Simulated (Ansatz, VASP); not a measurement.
ZnS in VASP and in Ansatz

```
Zn S
1.0
     0.00000    2.69410    2.69410
     2.69410    0.00000    2.69410
     2.69410    2.69410    0.00000
Zn S
1 1
Cartesian
  1.3470 1.3470 1.3470
  0.0000 0.0000 0.0000
```

Alike in both runs: task single point; functional HF; k mesh 6 × 6 × 6; no spin polarisation.

```csv
,VASP,Ansatz
version,VASP 6.6.1,Ansatz 0.2.0
potentials or method,"VASP PAW PBE potentials, release 64 (Zn, S)","plane waves, PAW"
plane-wave cutoff (eV),520,420
occupations,"gaussian, width 0.01 eV",fixed
valence electrons in the cell,18,18
```

```csv
,VASP,Ansatz,Ansatz less VASP
gap on the k mesh at the Fermi level (eV),10.29,10.28,-0.005
pressure (GPa),9.0,9.4,+0.48
```

VASP's potentials were made for PBE, not for HF. Ansatz's warnings: stress exchange threshold loose, stress scf threshold loose.
